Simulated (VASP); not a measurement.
# Ti (P6/mmm) in VASP: a series of runs, part 3 of 3

VASP 6.6.1. The steps go on from the part before.

**4. Single point, r2SCAN (volume scaled by 1.10, then relaxed in part)**

Contents of POSCAR:

```
Ti
1.0
    4.7211973710      0.0000000000      0.0000000000
   -2.3605986855      4.0886768595      0.0000000000
    0.0000000000      0.0000000000      2.9088807164
Ti
3
Direct
    0.0000000000      0.0000000000      0.0000000000
    0.3333333333      0.6666666667      0.5000000000
    0.6666666667      0.3333333333      0.5000000000
```

Contents of INCAR.step1:

```
PREC = Accurate ; ENCUT = 520
ISMEAR = 0 ; SIGMA = 0.1
LREAL = False ; LASPH = True
NELM = 100 ; NBANDS = 25
GGA = PE ; ALGO = Normal
EDIFF = 1E-4 ; LWAVE = True
LCHARG = False
```

Contents of INCAR.step2:

```
PREC = Accurate ; ENCUT = 520
EDIFF = 1E-6 ; ISMEAR = 0
SIGMA = 0.1 ; LREAL = False
LASPH = True ; NELM = 100
ALGO = Normal ; ISIF = 2
LWAVE = False ; LCHARG = True
METAGGA = R2SCAN ; LMIXTAU = True
LELF = True ; LVHAR = True
NBANDS = 25 ; ISTART = 1
```

Contents of KPOINTS:

```
regular mesh
0
Gamma
  12 12 14
```

Potentials or basis: VASP PAW PBE potentials, release 64 (Ti_sv).

Started as:

```sh
> cat potpaw_PBE.64/Ti_sv/POTCAR > POTCAR
> cp INCAR.step1 INCAR
> mpirun -np 1 vasp_std > vasp.out
> cp INCAR.step2 INCAR
> mpirun -np 1 vasp_std > vasp.out
```

OUTCAR:

```text
PREC = Accurate
   ENCUT = 520
   EDIFF = 1E-6
   ISMEAR = 0
   LREAL = False
   LASPH = True
   NELM = 100
   ISIF = 2
   METAGGA = R2SCAN
   ISTART = 1

 ion  position               nearest neighbor table
   1  0.000  0.000  0.000-
   2  0.333  0.667  0.500-   3 2.73   3 2.73   3 2.73
   3  0.667  0.333  0.500-   2 2.73   2 2.73   2 2.73

  LATTYP: Found a hexagonal cell.
 ALAT       =     4.7211973710
 C/A-ratio  =     0.6161319868

  Lattice vectors:

 A1 = (   4.7211973710,   0.0000000000,   0.0000000000)
 A2 = (  -2.3605986855,   4.0886768595,   0.0000000000)
 A3 = (   0.0000000000,   0.0000000000,   2.9088807164)

Analysis of symmetry for initial positions (statically):
=====================================================================
 Subroutine PRICEL returns:
 Original cell was already a primitive cell.

 Routine SETGRP: Setting up the symmetry group for a
 hexagonal supercell.

 Subroutine GETGRP returns: Found 24 space group operations
 (whereof 24 operations were pure point group operations)
 out of a pool of 24 trial point group operations.

The static configuration has the point symmetry D_6h.

Analysis of symmetry for dynamics (positions and initial velocities):
=====================================================================
 Subroutine PRICEL returns:
 Original cell was already a primitive cell.

 Routine SETGRP: Setting up the symmetry group for a
 hexagonal supercell.

 Subroutine GETGRP returns: Found 24 space group operations
 (whereof 24 operations were pure point group operations)
 out of a pool of 24 trial point group operations.

The dynamic configuration has the point symmetry D_6h.

 Subroutine INISYM returns: Found 24 space group operations
 (whereof 24 operations are pure point group operations),
 and found     1 'primitive' translations

----------------------------------------------------------------------------------------

                                     Primitive cell

  volume of cell :      56.1514

  direct lattice vectors                    reciprocal lattice vectors
     4.721197371  0.000000000  0.000000000     0.211810675  0.122288950  0.000000000
    -2.360598685  4.088676859  0.000000000     0.000000000  0.244577900  0.000000000
     0.000000000  0.000000000  2.908880716     0.000000000  0.000000000  0.343774839

  length of vectors
     4.721197371  4.721197371  2.908880716     0.244577900  0.244577900  0.343774839

  position of ions in fractional coordinates (direct lattice)
     0.000000000  0.000000000  0.000000000
     0.333333333  0.666666667  0.500000000
     0.666666667  0.333333333  0.500000000

  ion indices of the primitive-cell ions
   primitive index   ion index
                 1           1
                 2           2
                 3           3

----------------------------------------------------------------------------------------

 KPOINTS: regular mesh

Automatic generation of k-mesh.
 Grid dimensions read from file:
 generate k-points for:   12   12   14

 Generating k-lattice:

  Cartesian coordinates                     Fractional coordinates (reciprocal lattice)
     0.017650890  0.010190746  0.000000000     0.083333333  0.000000000  0.000000000
     0.000000000  0.020381492  0.000000000     0.000000000  0.083333333  0.000000000
     0.000000000  0.000000000  0.024555346     0.000000000  0.000000000  0.071428571

  Length of vectors
     0.020381492  0.020381492  0.024555346

  Shift w.r.t. Gamma in fractional coordinates (k-lattice)
     0.000000000  0.000000000  0.000000000

 Subroutine IBZKPT returns following result:
 ===========================================

 Found    152 irreducible k-points:

 Following reciprocal coordinates:
            Coordinates               Weight
  0.000000  0.000000  0.000000      1.000000
  0.083333  0.000000  0.000000      6.000000
  0.166667  0.000000  0.000000      6.000000
  0.250000  0.000000  0.000000      6.000000
  0.333333  0.000000  0.000000      6.000000
  0.416667  0.000000  0.000000      6.000000
[... 16 lines left out ...]
  0.250000  0.000000  0.071429     12.000000
  0.333333  0.000000  0.071429     12.000000
 [... further k-points ...]
   k-points           NKPTS =    152   k-points in BZ     NKDIM =    152   number of bands    NBANDS=     25
   number of dos      NEDOS =    301   number of ions     NIONS =      3
   total plane-waves  NPLWV =  31104
   dimension x,y,z NGX =    36 NGY =   36 NGZ =   24
   dimension x,y,z NGXF=    72 NGYF=   72 NGZF=   48
   ions per type =               3
   NGX,Y,Z   is equivalent  to a cutoff of  12.68, 12.68, 13.72 a.u.
   NGXF,Y,Z  is equivalent  to a cutoff of  25.35, 25.35, 27.43 a.u.
 SYSTEM =  unknown system
   PREC   = accura    normal or accurate (medium, high low for compatibility)
   ISTART =      1    job   : 0-new  1-cont  2-samecut
   ICHARG =      0    charge: 1-file 2-atom 10-const
   ISPIN  =      1    spin polarized calculation?
   LNONCOLLINEAR =      F non collinear calculations
   LSORBIT =      F    spin-orbit coupling
   LASPH  =      T    aspherical Exc in radial PAW
   ENCUT  =  520.0 eV  38.22 Ry    6.18 a.u.   8.78  8.78  5.41*2*pi/ulx,y,z
   NELM   =    100;   NELMIN=  2; NELMDL=  0     # of ELM steps
   EDIFF  = 0.1E-05   stopping-criterion for ELM
   LREAL  =      F    real-space projection
   EDIFFG = 0.1E-04   stopping-criterion for IOM
   NSW    =      0    number of steps for IOM
   IBRION =     -1    ionic relax: 0-MD 1-quasi-New 2-CG
   NFREE  =      0    steps in history (QN), initial steepest desc. (CG)
   ISIF   =      2    stress and relaxation
   ISYM   =      2    0-nonsym 1-usesym 2-fastsym
   POTIM  = 0.5000    time-step for ionic-motion
   TEBEG  =    0.0;   TEEND  =   0.0 temperature during run
   PSTRESS=    0.0 pullay stress
   NELECT =      36.0000    total number of electrons
   NUPDOWN=      -1.0000    fix difference up-down
   EMIN   =  10.00;   EMAX   =-10.00  energy-range for DOS
   EFERMI =   0.00;   METHOD = LEGACY
   ISMEAR =     0;   SIGMA  =   0.10  broadening in eV -4-tet -1-fermi 0-gaus
   EFERMI_NEDOS =   21; number of points for ismear=-14 and -15
   IALGO  =     38    algorithm
   IMIX   =      4    mixing-type and parameters
     AMIX     =   0.40;   BMIX     =  1.00
     AMIX_MAG =   1.60;   BMIX_MAG =  1.00
  volume/ion in A,a.u.               =      18.72       126.31
  Fermi-wavevector in a.u.,A,eV,Ry     =   1.411634  2.667601 27.112465  1.992710
  Thomas-Fermi vector in A             =   2.533465
   LORBIT       =      0    0 simple, 1 ext, 2 COOP (PROOUT), +10 PAW based schemes
   METAGGA = R2SCAN    functional components
   LHFCALC =     F    Hartree Fock is set to
   AEXX    =    0.0000 exact exchange contribution
   IVDW    =     0    specifies the selected vdW correction
   LEPSILON=     F    determine dielectric tensor
   LRPA    =     F    only Hartree local field effects (RPA)
 non-spin polarized calculation
 Gauss-broadening in eV      SIGMA  =   0.10
  energy-cutoff  :      520.00
  volume of cell :       56.15
 maximum number of plane-waves:      1535
 NGX is ok and might be reduce to    36
   NGX = 17   NGY = 17   NGZ = 11

 number of electron      36.0000020 magnetization

 Free energy of the ion-electron system (eV)
  ---------------------------------------------------
  ext. energy  EPLUGINS =         0.00000000
  ---------------------------------------------------
  free energy    TOTEN  =       -38.75732560 eV

  energy without entropy =      -38.74768910  energy(sigma->0) =      -38.75250735

 E-fermi :   7.5043     XC(G=0): -12.0194

 val. band max:        7.5022524137   @ k =   0.4167   0.1667   0.3571
 cond. band min:       7.5057965621   @ k =   0.3333   0.2500   0.2857
 fundamental gap:      0.0035441483
 Fermi energy:         7.5042786290

 k-point     1 :       0.0000    0.0000    0.0000
  band No.  band energies     occupation
      1     -51.9505      2.00000
      2     -51.6880      2.00000
      3     -51.5670      2.00000
      4     -27.1815      2.00000
      5     -27.1814      2.00000
      6     -27.0474      2.00000
[... 17 lines left out ...]
     24       9.2949      0.00000
     25       9.4399      0.00000

 k-point     2 :       0.0833    0.0000    0.0000
  band No.  band energies     occupation
      1     -51.9500      2.00000
      2     -51.6866      2.00000
      3     -51.5689      2.00000
      4     -27.1930      2.00000
      5     -27.1900      2.00000
      6     -27.0359      2.00000
[... 608 lines left out ...]
 k-point    24 :       0.3333    0.0000    0.0714
  band No.  band energies     occupation
      1     -51.9434      2.00000
      2     -51.6644      2.00000
      3     -51.5922      2.00000
      4     -27.2611      2.00000
      5     -27.1884      2.00000
      6     -26.9634      2.00000
[... 17 lines left out ...]
     24       9.5212      0.00000
     25      10.0513      0.00000

 [... further k-points ...]
[... 5 lines left out ...]
  --------------------------------------------------------------------------------------
  -------------------------------------------------------------------------------------
  Total       -3.2156033     -3.2156033     -3.2386777      0.0000000      0.0000000      0.0000000
  in kB      -91.7512930    -91.7512930    -92.4096788      0.0000000      0.0000000      0.0000000
  external PRESSURE =     -91.9707550 kB  Pullay stress =       0.0000000 kB

 VOLUME and BASIS-vectors are now :
 -----------------------------------------------------------------------------
  energy-cutoff  :      520.00
  volume of cell :       56.15
      direct lattice vectors                 reciprocal lattice vectors
     4.721197371  0.000000000  0.000000000     0.211810675  0.122288950  0.000000000
    -2.360598685  4.088676859  0.000000000     0.000000000  0.244577900  0.000000000
     0.000000000  0.000000000  2.908880716     0.000000000  0.000000000  0.343774839

 POSITION                                       TOTAL-FORCE (eV/Angst)
 -----------------------------------------------------------------------------------
      0.00000      0.00000      0.00000        -0.000000      0.000000      0.000000
     -0.00000      2.72578      1.45444         0.000000      0.000000     -0.000000
      2.36060      1.36289      1.45444         0.000000      0.000000      0.000000
 -----------------------------------------------------------------------------------
    total drift:                                0.000000      0.000000     -0.000000

  FREE ENERGIE OF THE ION-ELECTRON SYSTEM (eV)
  ---------------------------------------------------
  free  energy   TOTEN  =       -38.7573255969 eV

  energy  without entropy=      -38.7476891024  energy(sigma->0) =      -38.75250735
```

It took 11 min on 1 thread of Intel Xeon Platinum 8259CL at 2.50GHz (Skylake/Cascade Lake), shared host; peak memory 0.29 GiB.

What came out:

- Free energy: -38.7573 eV
- Pressure: -9.2 GPa
- Band gap on the k mesh: zero (band 18 reaches 7.65 eV, above the bottom of band 19 at 7.43 eV)

Caveat: the PAW data sets were made with another functional, which shifts forces and pressure a little.

**5. Overview**

| cell | gap on the mesh (eV) | pressure (GPa) |
| --- | --- | --- |
| a = 4.616, b = 4.616, c = 2.849 Å, angles 90.0, 90.0, 120.0°, 3 atoms | none | -2.9 |
| a = 4.661, b = 4.661, c = 2.876 Å, angles 90.0, 90.0, 120.0°, 3 atoms | none | -5.8 |
| a = 4.721, b = 4.721, c = 2.909 Å, angles 90.0, 90.0, 120.0°, 3 atoms | none | -9.2 |

Alike in all rows: task single point; level r2SCAN; potentials or basis VASP PAW PBE potentials, release 64 (Ti_sv); no spin polarisation; k mesh 12 × 12 × 14; cutoff (eV) 520; smearing gaussian 0.1 eV.

Caveats: the PAW data sets were made with another functional, which shifts forces and pressure a little.

Total energies depend on the potentials used, so only differences within one code and one set of settings carry meaning.
